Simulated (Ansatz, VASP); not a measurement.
# One calculation of PbS, two programs

```xyz
2
Lattice="0.0000 2.8167 2.8909 2.8167 0.0000 2.8909 2.8167 2.8167 0.0000" Properties=species:S:1:pos:R:3 pbc="T T T"
Pb    0.0000    0.0000    0.0000
S     2.8167    2.8167    2.8909
```

Change from the starting cell: strain -0.050 along x and y, -0.025 along z, atoms carried along.

Alike in both runs: task single point; functional PBE; dispersion D3(BJ); k mesh 10 × 10 × 10; occupations gaussian, width 0.03 eV; no spin polarisation.

|  | VASP | Ansatz |
| --- | --- | --- |
| version | VASP 6.6.1 | Ansatz 0.2.0 |
| potentials or method | VASP PAW PBE potentials, release 64 (Pb_d, S), cutoff 520 eV | scalar-relativistic, plane waves, PAW |
| valence electrons in the cell | 20 | 20 |

```csv
,VASP,Ansatz,Ansatz less VASP
gap on the k mesh at the Fermi level (eV),0.23,0.24,+0.009
least direct gap on the mesh (eV),0.23,0.24,+0.009
pressure (GPa),9.8,9.9,+0.08
"traceless stress, the component that is largest in VASP (GPa)",-3.74,-3.73,+0.002
```

Neither program's run includes spin-orbit coupling.
